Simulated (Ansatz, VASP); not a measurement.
# Zn2NF: VASP beside Ansatz

```xyz
4
Lattice="3.4608 0.0000 0.0000 -1.7304 2.9971 0.0000 0.0000 0.0000 4.7017" Properties=species:S:1:pos:R:3 pbc="T T T"
Zn    0.0000    1.9981    3.5569
Zn    0.0000    1.9981    1.1448
N     1.7304    0.9990    0.0000
F     0.0000    0.0000    2.3509
```

Change from the starting cell: species swapped into the BiSbPd2 type (P-6m2, No. 187).

Alike in both runs: task relaxation of cell and atoms; functional PBE; k mesh 6 × 6 × 4; occupations gaussian, width 0.1 eV; no spin polarisation.

|  | VASP | Ansatz |
| --- | --- | --- |
| version | VASP 6.6.1 | Ansatz 0.2.0 |
| potentials or method | VASP PAW PBE potentials, release 64 (Zn, N, F), cutoff 600 eV | scalar-relativistic, plane waves, PAW |
| valence electrons in the cell | 36 | 36 |

|  | VASP | Ansatz | Ansatz less VASP |
| --- | --- | --- | --- |
| gap on the k mesh at the Fermi level, each at its own relaxed structure (eV) | none | none | - |
| relaxed volume (Å³/atom) | 11.60 | 11.58 | -0.012 |
| relaxed length of the cell vector where the two differ most in proportion (Å) | 3.106 | 3.103 | -0.0031 |

A gap of «none» marks a metal or a gap that the smearing closes.
